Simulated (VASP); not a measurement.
Input of a VASP 6.6.1 run:

Contents of INCAR:

```
  PREC = Accurate
  ENCUT = 520
  EDIFF = 1E-6
  ISMEAR = 0
  SIGMA = 0.15
  LREAL = F
  LASPH = T
  NELM = 100
  ALGO = Normal
  ISIF = 2
  LWAVE = F
  LCHARG = T
  GGA = CA
  LELF = T
  LVHAR = T
  NBANDS = 11
```

KPOINTS

```
Automatic mesh
0
Gamma
  22 22 22
```

POSCAR

```
Pt
1.0
    0.0000000000      1.9258089845      1.8104530263
    1.9258089845      0.0000000000      1.8104530263
    1.9258089845      1.9258089845      0.0000000000
Pt
1
Direct
    0.0000000000      0.0000000000      0.0000000000
```

Potentials or basis: VASP PAW LDA potentials, release 64 (Pt).

The run is started by

```sh
$ cat potpaw_LDA.64/Pt/POTCAR > POTCAR
$ mpirun -np 1 vasp_std > vasp.out
```

Problem. Predict the pressure.

Solution. 39.0 GPa.

Problem. What does it give for the band gap on the k mesh?

Solution. Zero (band 5 reaches 14.49 eV, above the bottom of band 6 at 11.45 eV).

Stress tensor (GPa, compression positive):
```
36.49  0.00  0.00
 0.00 36.49  0.00
 0.00  0.00 44.02
```

Caveat: spin-orbit coupling is left out, which moves the levels of the heavy elements.
